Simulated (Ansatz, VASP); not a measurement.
## LiCl: VASP beside Ansatz

POSCAR

```
LiCl
1.0
    0.0000000000      2.6715575456      2.6715575456
    2.6715575456      0.0000000000      2.6715575456
    2.6715575456      2.6715575456      0.0000000000
Li Cl
1 1
Direct
    0.0000000000      0.0000000000      0.0000000000
    0.5000000000      0.5000000000      0.5000000000
```

INCAR.step1

```
SYSTEM = LiCl
ALGO = Normal
EDIFF = 1E-5
ENCUT = 520
GGA = PE
ISIF = 2
ISMEAR = 0
LASPH = .True.
LCHARG = .False.
LREAL = .False.
LWAVE = .True.
NBANDS = 12
NELM = 80
PREC = Accurate
SIGMA = 0.01
```

File INCAR.step2:

```
SYSTEM = LiCl
ALGO = Normal
EDIFF = 1E-6
ENCUT = 520
GGA = PE
HFSCREEN = 0.2079
ISIF = 2
ISMEAR = 0
ISTART = 1
LASPH = .True.
LCHARG = .False.
LHFCALC = .True.
LREAL = .False.
LWAVE = .False.
NBANDS = 12
NELM = 80
PREC = Accurate
PRECFOCK = Normal
SIGMA = 0.01
```

KPOINTS

```
k-points
0
Gamma
  6 6 6
  0 0 0
```

Input for Ansatz:

```yaml
crystal:
  lattice:
    - [0.0, 2.6715575456, 2.6715575456]
    - [2.6715575456, 0.0, 2.6715575456]
    - [2.6715575456, 2.6715575456, 0.0]
  atoms:
    - { symbol: Li, position: [0.0, 0.0, 0.0] }
    - { symbol: Cl, position: [0.5, 0.5, 0.5] }
kpoints:
  mp_grid: { grid: [6, 6, 6] }
  band_path:
    path:
      - [0.0, 0.0, 0.0]
      - [0.5, 0.0, 0.5]
      - [0.625, 0.25, 0.625]
      - [0.375, 0.375, 0.75]
      - [0.5, 0.5, 0.5]
      - [0.5, 0.25, 0.75]
      - [-0.072917, 0.0, 0.072917]
    npoints: 1
hamiltonian:
  xc: hse06
scf:
  occupations: { method: fixed }
  n_extra_bands: 4
output:
  forces: true
  stress: true
  eigenvalues: true
  write_density: true
  write_potential: true
  elf: true
  volumetric_format: npy
```

Change from the starting cell: hydrostatic strain +4.5%.

Alike in both runs: task single point; functional HSE06; k mesh 6 × 6 × 6; no spin polarisation.

```csv
,VASP,Ansatz
version,VASP 6.6.1,Ansatz 0.2.0
potentials or method,"VASP PAW PBE potentials, release 64 (Li_sv, Cl)","plane waves, PAW"
plane-wave cutoff (eV),520,420
occupations,"gaussian, width 0.01 eV",fixed
valence electrons in the cell,10,10
```

```csv
,VASP,Ansatz,Ansatz less VASP
gap on the k mesh at the Fermi level (eV),7.05,7.05,-0.006
```

Ansatz's warnings: stress exchange threshold loose, stress scf threshold loose.

Noted on VASP's run: the cutoff is short for stress, so the pressure is rough.
